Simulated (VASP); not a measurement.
# Ca2MgAs2 (P4/mmm) in VASP: further runs

Runs on Ca2MgAs2. Level: PBE. Tasks: relaxation of cell and atoms, single point.

All numbers are computed with VASP 6.6.1; they aren't measurements. Logs are shortened: lines on timing, memory, paths and dates and some standing lists are left out, and cuts for length are marked.

### 1 The cell of the first run

It takes space group P4/mmm (No. 123, tetragonal). The conventional cell has a = 4.143 Å, b = 4.143 Å, c = 7.631 Å, α = 90.00°, β = 90.00°, γ = 90.00°. Within 2.8 Å of Ca (site symmetry 4mm) lie 1 Ca at 2.13 Å and 1 Mg at 2.75 Å. Mg (site symmetry 4/mmm) has 2 Ca at 2.75 Å and 8 As at 3.58 Å within 3.6 Å. Within 4.0 Å of As (site symmetry 4mm) lie 4 Ca at 3.01 Å and 1 As at 3.53 Å and 4 Mg at 3.58 Å.

### 2 Relaxation of cell and atoms, PBE

INCAR reads:

```
SYSTEM = Ca2MgAs2
PREC = Accurate
ENCUT = 600
EDIFF = 1E-6
ISMEAR = 0
SIGMA = 0.1
LREAL = .False.
LASPH = .True.
NELM = 100
ALGO = Normal
ISIF = 3
LWAVE = .False.
LCHARG = .False.
GGA = PE
IBRION = 2
NSW = 90
EDIFFG = -0.04
```

KPOINTS reads:

```
regular mesh
0
Gamma
  4 4 2
  0 0 0
```

POSCAR reads:

```
Ca2MgAs2
1.0
    4.1429255000      0.0000000000      0.0000000000
    0.0000000000      4.1429255000      0.0000000000
    0.0000000000      0.0000000000      7.6308346500
Ca Mg As
2 1 2
Direct
    0.0000000000      0.0000000000      0.8606994900
    0.0000000000      0.0000000000      0.1393005100
    0.0000000000      0.0000000000      0.5000000000
    0.5000000000      0.5000000000      0.2313094000
    0.5000000000      0.5000000000      0.7686906000
```

Potentials or basis: VASP PAW PBE potentials, release 64 (Ca_sv, Mg, As).

Command:

```
cat potpaw_PBE.64/Ca_sv/POTCAR potpaw_PBE.64/Mg/POTCAR potpaw_PBE.64/As/POTCAR > POTCAR
mpirun -np 1 vasp_std > vasp.out
```

OUTCAR:

```text
SYSTEM = Ca2MgAs2
   PREC = Accurate
   ENCUT = 600
   EDIFF = 1E-6
   ISMEAR = 0
   LREAL = .False.
   LASPH = .True.
   NELM = 100
   ISIF = 3
   GGA = PE
   IBRION = 2
   NSW = 90
   EDIFFG = -0.04

 ion  position               nearest neighbor table
   1  0.000  0.000  0.861-   2 2.13   3 2.75   5 3.01   5 3.01   5 3.01   5 3.01
   2  0.000  0.000  0.139-   1 2.13   3 2.75   4 3.01   4 3.01   4 3.01   4 3.01
   3  0.000  0.000  0.500-   1 2.75   2 2.75
   4  0.500  0.500  0.231-   2 3.01   2 3.01   2 3.01   2 3.01
   5  0.500  0.500  0.769-   1 3.01   1 3.01   1 3.01   1 3.01

  LATTYP: Found a simple tetragonal cell.
 ALAT       =     4.1429255000
 C/A-ratio  =     1.8418952139

  Lattice vectors:

 A1 = (   4.1429255000,   0.0000000000,   0.0000000000)
 A2 = (   0.0000000000,   4.1429255000,   0.0000000000)
 A3 = (   0.0000000000,   0.0000000000,   7.6308346500)

Analysis of symmetry for initial positions (statically):
=====================================================================
 Subroutine PRICEL returns:
 Original cell was already a primitive cell.

 Routine SETGRP: Setting up the symmetry group for a
 simple tetragonal supercell.

 Subroutine GETGRP returns: Found 16 space group operations
 (whereof 16 operations were pure point group operations)
 out of a pool of 16 trial point group operations.

The static configuration has the point symmetry D_4h.

Analysis of symmetry for dynamics (positions and initial velocities):
=====================================================================
 Subroutine PRICEL returns:
 Original cell was already a primitive cell.

 Routine SETGRP: Setting up the symmetry group for a
 simple tetragonal supercell.

 Subroutine GETGRP returns: Found 16 space group operations
 (whereof 16 operations were pure point group operations)
 out of a pool of 16 trial point group operations.

The dynamic configuration has the point symmetry D_4h.

 Subroutine INISYM returns: Found 16 space group operations
 (whereof 16 operations are pure point group operations),
 and found     1 'primitive' translations

----------------------------------------------------------------------------------------

                                     Primitive cell

  volume of cell :     130.9744

  direct lattice vectors                    reciprocal lattice vectors
     4.142925500  0.000000000  0.000000000     0.241375328  0.000000000  0.000000000
     0.000000000  4.142925500  0.000000000     0.000000000  0.241375328  0.000000000
     0.000000000  0.000000000  7.630834650     0.000000000  0.000000000  0.131047264

  length of vectors
     4.142925500  4.142925500  7.630834650     0.241375328  0.241375328  0.131047264

  position of ions in fractional coordinates (direct lattice)
     0.000000000  0.000000000  0.860699490
     0.000000000  0.000000000  0.139300510
     0.000000000  0.000000000  0.500000000
     0.500000000  0.500000000  0.231309400
     0.500000000  0.500000000  0.768690600

  ion indices of the primitive-cell ions
   primitive index   ion index
                 1           1
                 2           2
                 3           3
                 4           4
                 5           5

----------------------------------------------------------------------------------------

 KPOINTS: regular mesh

Automatic generation of k-mesh.
 Grid dimensions read from file:
 generate k-points for:    4    4    2

 Generating k-lattice:

  Cartesian coordinates                     Fractional coordinates (reciprocal lattice)
     0.060343832  0.000000000  0.000000000     0.250000000  0.000000000  0.000000000
     0.000000000  0.060343832  0.000000000     0.000000000  0.250000000  0.000000000
     0.000000000  0.000000000  0.065523632     0.000000000  0.000000000  0.500000000

  Length of vectors
     0.060343832  0.060343832  0.065523632

  Shift w.r.t. Gamma in fractional coordinates (k-lattice)
     0.000000000  0.000000000  0.000000000

 Subroutine IBZKPT returns following result:
 ===========================================

 Found     12 irreducible k-points:

 Following reciprocal coordinates:
            Coordinates               Weight
  0.000000  0.000000  0.000000      1.000000
  0.250000  0.000000  0.000000      4.000000
  0.500000  0.000000  0.000000      2.000000
  0.250000  0.250000  0.000000      4.000000
  0.500000  0.250000  0.000000      4.000000
  0.500000  0.500000  0.000000      1.000000
  0.000000  0.000000  0.500000      1.000000
  0.250000  0.000000  0.500000      4.000000
  0.500000  0.000000  0.500000      2.000000
  0.250000  0.250000  0.500000      4.000000
  0.500000  0.250000  0.500000      4.000000
  0.500000  0.500000  0.500000      1.000000
   k-points           NKPTS =     12   k-points in BZ     NKDIM =     12   number of bands    NBANDS=     20
   number of dos      NEDOS =    301   number of ions     NIONS =      5
   total plane-waves  NPLWV =  82944
   dimension x,y,z NGX =    36 NGY =   36 NGZ =   64
   dimension x,y,z NGXF=    72 NGYF=   72 NGZF=  128
   ions per type =               2   1   2
   NGX,Y,Z   is equivalent  to a cutoff of  14.45, 14.45, 13.94 a.u.
   NGXF,Y,Z  is equivalent  to a cutoff of  28.89, 28.89, 27.89 a.u.
 SYSTEM =  Ca2MgAs2
   PREC   = accura    normal or accurate (medium, high low for compatibility)
   ISTART =      0    job   : 0-new  1-cont  2-samecut
   ICHARG =      2    charge: 1-file 2-atom 10-const
   ISPIN  =      1    spin polarized calculation?
   LNONCOLLINEAR =      F non collinear calculations
   LSORBIT =      F    spin-orbit coupling
   LASPH  =      T    aspherical Exc in radial PAW
   ENCUT  =  600.0 eV  44.10 Ry    6.64 a.u.   8.27  8.27 15.24*2*pi/ulx,y,z
   NELM   =    100;   NELMIN=  2; NELMDL= -5     # of ELM steps
   EDIFF  = 0.1E-05   stopping-criterion for ELM
   LREAL  =      F    real-space projection
   EDIFFG = -.4E-01   stopping-criterion for IOM
   NSW    =     90    number of steps for IOM
   IBRION =      2    ionic relax: 0-MD 1-quasi-New 2-CG
   NFREE  =      1    steps in history (QN), initial steepest desc. (CG)
   ISIF   =      3    stress and relaxation
   ISYM   =      2    0-nonsym 1-usesym 2-fastsym
   POTIM  = 0.5000    time-step for ionic-motion
   TEBEG  =    0.0;   TEEND  =   0.0 temperature during run
   PSTRESS=    0.0 pullay stress
   NELECT =      32.0000    total number of electrons
   NUPDOWN=      -1.0000    fix difference up-down
   EMIN   =  10.00;   EMAX   =-10.00  energy-range for DOS
   EFERMI =   0.00;   METHOD = LEGACY
   ISMEAR =     0;   SIGMA  =   0.10  broadening in eV -4-tet -1-fermi 0-gaus
   EFERMI_NEDOS =   21; number of points for ismear=-14 and -15
   IALGO  =     38    algorithm
   IMIX   =      4    mixing-type and parameters
     AMIX     =   0.40;   BMIX     =  1.00
     AMIX_MAG =   1.60;   BMIX_MAG =  1.00
  volume/ion in A,a.u.               =      26.19       176.77
  Fermi-wavevector in a.u.,A,eV,Ry     =   1.023441  1.934023 14.251165  1.047431
  Thomas-Fermi vector in A             =   2.157174
   LORBIT       =      0    0 simple, 1 ext, 2 COOP (PROOUT), +10 PAW based schemes
   GGA     = PE    functional components
   LHFCALC =     F    Hartree Fock is set to
   AEXX    =    0.0000 exact exchange contribution
   IVDW    =     0    specifies the selected vdW correction
   LEPSILON=     F    determine dielectric tensor
   LRPA    =     F    only Hartree local field effects (RPA)
 conjugate gradient relaxation of ions
 non-spin polarized calculation
 Gauss-broadening in eV      SIGMA  =   0.10
  energy-cutoff  :      600.00
  volume of cell :      130.97
 maximum number of plane-waves:      4403
 NGX is ok and might be reduce to    36
   NGX = 17   NGY = 17   NGZ = 31

--------------------------------------- Ionic step        1  -------------------------------------------

 number of electron      32.0000001 magnetization

 Free energy of the ion-electron system (eV)
  ---------------------------------------------------
  ext. energy  EPLUGINS =         0.00000000
  ---------------------------------------------------
  free energy    TOTEN  =       -12.33342542 eV

  energy without entropy =      -12.32479111  energy(sigma->0) =      -12.32910826

------------------------ aborting loop because EDIFF is reached ----------------------------------------

  FORCE on cell =-STRESS in cart. coord.  units (eV):
  Direction    XX          YY          ZZ          XY          YZ          ZX
  --------------------------------------------------------------------------------------
  -------------------------------------------------------------------------------------
  Total       -5.1964953     -5.1964953     18.6594863      0.0000000     -0.0000000      0.0000000
  in kB      -63.5674563    -63.5674563    228.2569318      0.0000000     -0.0000000      0.0000000
  external PRESSURE =      33.7073397 kB  Pullay stress =       0.0000000 kB
[... 98 lines left out ...]
  FREE ENERGIE OF THE ION-ELECTRON SYSTEM (eV)
  ---------------------------------------------------
  free  energy   TOTEN  =       -15.3342079287 eV

  energy  without entropy=      -15.3047682908  energy(sigma->0) =      -15.31948811

[... ionic steps 4 to 44 ...]

--------------------------------------- Ionic step       45  -------------------------------------------

 number of electron      32.0000002 magnetization

------------------------ aborting loop because EDIFF is reached ----------------------------------------

  FORCE on cell =-STRESS in cart. coord.  units (eV):
  Direction    XX          YY          ZZ          XY          YZ          ZX
  --------------------------------------------------------------------------------------
  -------------------------------------------------------------------------------------
  Total        0.2279949      0.2279949      0.4948648      0.0000000     -0.0000000     -0.0000000
  in kB        2.8921581      2.8921581      6.2774533      0.0000000     -0.0000000     -0.0000000
  external PRESSURE =       4.0205898 kB  Pullay stress =       0.0000000 kB
[... 63 lines left out ...]
  energy  without entropy=      -17.1009006583  energy(sigma->0) =      -17.10775364

--------------------------------------- Ionic step       47  -------------------------------------------

 number of electron      31.9999989 magnetization

 Free energy of the ion-electron system (eV)
  ---------------------------------------------------
  ext. energy  EPLUGINS =         0.00000000
  ---------------------------------------------------
  free energy    TOTEN  =       -17.11716295 eV

  energy without entropy =      -17.10349442  energy(sigma->0) =      -17.11032869

 E-fermi :   4.1220     XC(G=0):  -9.1073

 val. band max:        4.0903467612   @ k =   0.5000   0.0000   0.5000
 cond. band min:       4.1493955029   @ k =   0.0000   0.0000   0.0000
 fundamental gap:      0.0590487417
 Fermi energy:         4.1219767117

 k-point     1 :       0.0000    0.0000    0.0000
  band No.  band energies     occupation
      1     -37.6620      2.00000
      2     -37.6562      2.00000
      3     -18.7121      2.00000
      4     -18.6352      2.00000
      5     -18.5599      2.00000
      6     -18.5599      2.00000
[... 12 lines left out ...]
     19       4.9286      0.00000
[... 284 lines left out ...]
  FREE ENERGIE OF THE ION-ELECTRON SYSTEM (eV)
  ---------------------------------------------------
  free  energy   TOTEN  =       -17.1171629518 eV

  energy  without entropy=      -17.1034944246  energy(sigma->0) =      -17.11032869

 reached required accuracy - stopping structural energy minimisation
```

Wall time 33 min (1 thread of Intel Xeon Platinum 8375C at 2.90GHz (Ice Lake), shared host); peak memory 0.32 GiB.

Results:

```
Free energy                            : -17.1172 eV
Relaxed volume                         : 25.37 Å³/atom
Relaxed cell                           : a = 3.379 Å, b = 3.379 Å, c = 11.112 Å, α = 90.00°, β = 90.00°, γ = 90.00°
Space group after relaxing (to 0.05 Å) : P4/mmm (No. 123)
Energy gained by relaxing              : 956.7 meV/atom
Ionic steps                            : 47
Pressure after relaxing                : 0.1 GPa
Largest force after relaxing           : 0.016 eV/Å
Band gap on the k mesh                 : zero (band 16 reaches 4.56 eV, above the bottom of band 17 at 3.08 eV)
```

Forces on the atoms (eV/Å):
```
Ca   0.000  0.000  0.016
Ca   0.000  0.000 -0.016
Mg   0.000  0.000  0.000
As   0.000  0.000  0.004
As   0.000  0.000 -0.004
```

Step by step:
| step | energy change (eV) | largest force (eV/Å) | pressure (GPa) | volume (Å³) |
| --- | --- | --- | --- | --- |
| 1 | 0.0000 | 6.7379 | 3.37 | 130.97 |
| 3 | -3.0008 | 0.6790 | 3.59 | 139.95 |
| 5 | -3.3074 | 0.3238 | 0.17 | 159.19 |
| 7 | -3.3591 | 0.3031 | -0.29 | 163.69 |
| 9 | -3.3900 | 0.3425 | -0.12 | 163.93 |
| 11 | -3.5195 | 0.3472 | -1.96 | 167.14 |
| 13 | -3.5625 | 0.7343 | -4.41 | 171.39 |
| 15 | -3.5782 | 0.7204 | -4.54 | 171.17 |
| 17 | -3.6559 | 0.6721 | -5.05 | 170.31 |
| 19 | -3.8082 | 0.8539 | -6.15 | 166.79 |
| 21 | -3.9273 | 0.7812 | -5.89 | 164.88 |
| 23 | -4.0543 | 1.1757 | -1.14 | 140.41 |
| 25 | -4.3099 | 0.7125 | -3.85 | 148.86 |
| 27 | -4.6575 | 0.1820 | 0.57 | 132.80 |
| 29 | -4.6685 | 0.0202 | -0.27 | 134.91 |
| 31 | -4.6894 | 0.0995 | 0.13 | 133.54 |
| 33 | -4.6443 | 0.5765 | 2.10 | 126.69 |
| 35 | -4.7182 | 0.3367 | 0.53 | 131.34 |
| 37 | -4.7095 | 0.1446 | -0.96 | 134.28 |
| 39 | -4.7358 | 0.2409 | -0.23 | 132.57 |
| 41 | -4.7631 | 0.2107 | -0.49 | 130.62 |
| 43 | -4.7656 | 0.2736 | -0.53 | 129.84 |
| 45 | -4.7764 | 0.1825 | 0.40 | 126.30 |
| 47 | -4.7837 | 0.0157 | 0.07 | 126.87 |

Final structure:
```
Ca Mg As
1.0
     3.37899    0.00000    0.00000
     0.00000    3.37899    0.00000
     0.00000    0.00000   11.11155
Ca Mg As
2 1 2
Direct
  0.00000 0.00000 0.83561
  0.00000 0.00000 0.16439
  0.00000 0.00000 0.50000
  0.50000 0.50000 0.33774
  0.50000 0.50000 0.66226
```

Levels at points of the mesh, in eV from the Fermi level:
| k point | band 14 | band 15 | band 16 | band 17 | band 18 | band 19 |
| --- | --- | --- | --- | --- | --- | --- |
| (0.00, 0.00, 0.00) | 0.03 | 0.03 | 0.41 | 0.41 | 0.75 | 0.81 |
| (0.50, 0.00, 0.00) | -1.58 | -0.71 | -0.40 | 0.77 | 0.87 | 1.15 |
| (0.50, 0.50, 0.00) | -3.59 | -2.76 | -1.40 | -0.20 | 1.16 | 1.20 |
| (0.00, 0.00, 0.50) | -0.27 | 0.04 | 0.04 | 0.40 | 0.40 | 0.76 |
| (0.50, 0.00, 0.50) | -1.63 | -0.31 | -0.21 | -0.03 | 0.88 | 1.13 |
| (0.50, 0.50, 0.50) | -3.59 | -2.70 | -1.55 | -0.10 | 0.81 | 1.60 |

Caveat: the k points lie up to 0.46 Å⁻¹ apart in the final cell.

[end of part 1 of 3]
